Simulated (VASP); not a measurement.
Input of a VASP 6.6.1 run:

The input POSCAR:

```
ZnCu
1.0
    1.5172236447     -2.1628832683      0.0000000000
    1.5172236447      2.1628832683      0.0000000000
    0.0000000000      0.0000000000      4.2219577160
Zn Cu
1 1
Direct
    0.5000000000      0.5000000000      0.5000000000
    0.0000000000      0.0000000000      0.0000000000
```

INCAR.step1

```
SYSTEM = ZnCu
  GGA = AM
  ISMEAR = 1
  SIGMA = 0.05
  LWAVE = .FALSE.
  LCHARG = .FALSE.
  NSW = 80
  PREC = Accurate
  LASPH = .TRUE.
  LREAL = .FALSE.
  ALGO = Normal
  EDIFF = 1E-7
  NELM = 120
  GGA_COMPAT = .FALSE.
  IBRION = 2
  ISIF = 3
  EDIFFG = -0.002
  NELMIN = 4
  ENCUT = 780
  KPAR = 8
  POTIM = 0.5
```

INCAR.step4

```
SYSTEM = ZnCu
  GGA = AM
  ISMEAR = 1
  SIGMA = 0.05
  LWAVE = .FALSE.
  LCHARG = .FALSE.
  PREC = Accurate
  LASPH = .TRUE.
  LREAL = .FALSE.
  ALGO = Normal
  EDIFF = 1E-7
  NELM = 120
  GGA_COMPAT = .FALSE.
  ISIF = 2
  ENCUT = 780
  KPAR = 8
```

KPOINTS

```
Automatic mesh
0
Gamma
  15 15 9
  0 0 0
```

Potentials or basis: VASP PAW PBE potentials, release 64 (Zn, Cu).

Run with:

```sh
$ cat potpaw_PBE.64/Zn/POTCAR potpaw_PBE.64/Cu/POTCAR > POTCAR
$ cp INCAR.step1 INCAR
$ cp POSCAR.step1 POSCAR
$ mpirun -np 8 vasp_std > vasp.out
$ cp CONTCAR POSCAR
$ mpirun -np 8 vasp_std > vasp.out
$ cp CONTCAR POSCAR
$ mpirun -np 8 vasp_std > vasp.out
$ cp CONTCAR POSCAR
$ cp INCAR.step4 INCAR
$ mpirun -np 8 vasp_std > vasp.out
```

Problem. Predict the band gap on the k mesh.

Solution. Zero (an odd number of electrons rules out a gap without spin polarisation).

Problem. Estimate the space group after relaxing (to 0.1 Å).

Solution. P4/mmm (No. 123).

Problem. Estimate the relaxed volume.

Solution. 12.35 Å³/atom.

Final structure:
```
CELL_PARAMETERS angstrom
1.90602 -1.90593 0.00000
1.90602 1.90593 0.00000
0.00000 0.00000 3.39857
ATOMIC_POSITIONS crystal
Zn 0.50000 0.50000 0.50000
Cu 0.00000 0.00000 0.00000
```

Caveat: a cell axis changed by over 15 % at a fixed basis, so the end point is rough; the PAW data sets were made with another functional, which shifts forces and pressure a little.
